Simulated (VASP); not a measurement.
The system is Ga3BSb2.

```
CELL_PARAMETERS angstrom
4.14184 0.00000 0.00000
-2.07092 3.58694 0.00000
0.00000 0.00000 10.03851
ATOMIC_POSITIONS crystal
Ga 0.00000 0.00000 0.25061
Ga 0.66667 0.33333 0.59399
Ga 0.33333 0.66667 0.90753
B 0.33333 0.66667 0.66284
Sb 0.00000 0.00000 0.99672
Sb 0.66667 0.33333 0.33830
```

The cell was generated, and may not be a known phase.

| Property | Result |
| --- | --- |
| Program | VASP 6.6.1 |
| Task | relaxation of cell and atoms |
| Functional | PBE |
| Potentials or basis | VASP PAW PBE potentials, release 64 (Ga_d, B, Sb_d_GW) |
| Cutoff | 560 eV |
| k mesh | 5 × 5 × 2 |
| Occupations | gaussian, width 0.2 eV |
| Spin | no spin polarisation |

At the start: pressure 2.2 GPa; volume 24.86 Å³/atom.

Problem. How do energy, volume and symmetry change on relaxing?

Solution. Over 22 steps the energy falls by 182.1 meV/atom and the volume is 23.65 Å³/atom (-4.9 %); space group P3m1 (No. 156, to 0.1 Å) before and after.

Step by step:
| step | energy change (eV) | largest force (eV/Å) | pressure (GPa) | volume (Å³) |
| --- | --- | --- | --- | --- |
| 1 | 0.0000 | 2.2153 | 2.18 | 149.14 |
| 2 | -0.3557 | 1.6264 | -1.17 | 156.56 |
| 3 | -0.4522 | 1.1755 | -3.10 | 162.67 |
| 4 | -0.7362 | 0.7205 | -1.67 | 155.51 |
| 5 | -0.7820 | 1.0226 | -0.53 | 151.76 |
| 6 | -0.9190 | 0.8153 | 0.61 | 146.51 |
| 7 | -0.9629 | 0.8167 | 1.85 | 142.07 |
| 8 | -1.0596 | 0.3405 | -0.49 | 145.22 |
| 9 | -1.0600 | 0.3486 | -0.62 | 145.43 |
| 10 | -1.0711 | 0.1728 | -0.21 | 143.75 |
| 11 | -1.0715 | 0.2115 | -0.11 | 143.39 |
| 12 | -1.0779 | 0.0599 | 0.31 | 142.08 |
| 13 | -1.0784 | 0.0720 | 0.47 | 141.58 |
| 14 | -1.0830 | 0.1218 | -0.02 | 142.59 |
| 15 | -1.0832 | 0.1419 | -0.20 | 142.94 |
| 16 | -1.0866 | 0.0909 | -0.28 | 142.89 |
| 17 | -1.0869 | 0.1276 | -0.31 | 142.86 |
| 18 | -1.0901 | 0.1209 | 0.12 | 141.50 |
| 19 | -1.0901 | 0.1204 | 0.14 | 141.43 |
| 20 | -1.0914 | 0.0942 | 0.00 | 141.71 |
| 21 | -1.0914 | 0.1004 | -0.01 | 141.73 |
| 22 | -1.0928 | 0.0730 | -0.03 | 141.88 |

Final structure:
```cif
data_structure
_symmetry_space_group_name_H-M 'P 1'
_symmetry_Int_Tables_number 1
_cell_length_a 3.8407
_cell_length_b 3.8407
_cell_length_c 11.1060
_cell_angle_alpha 90.000
_cell_angle_beta 90.000
_cell_angle_gamma 120.000
_cell_volume 141.88
loop_
_atom_site_label
_atom_site_type_symbol
_atom_site_fract_x
_atom_site_fract_y
_atom_site_fract_z
_atom_site_occupancy
Ga1 Ga 0.00000 0.00000 0.23506 1
Ga2 Ga 0.66667 0.33333 0.63781 1
Ga3 Ga 0.33333 0.66667 0.85051 1
B1 B 0.33333 0.66667 0.66469 1
Sb1 Sb 0.00000 0.00000 0.99389 1
Sb2 Sb 0.66667 0.33333 0.36805 1
```

Caveat: the relaxation stopped at a loose force limit of 0.08 eV/Å, so its end isn't a converged minimum.
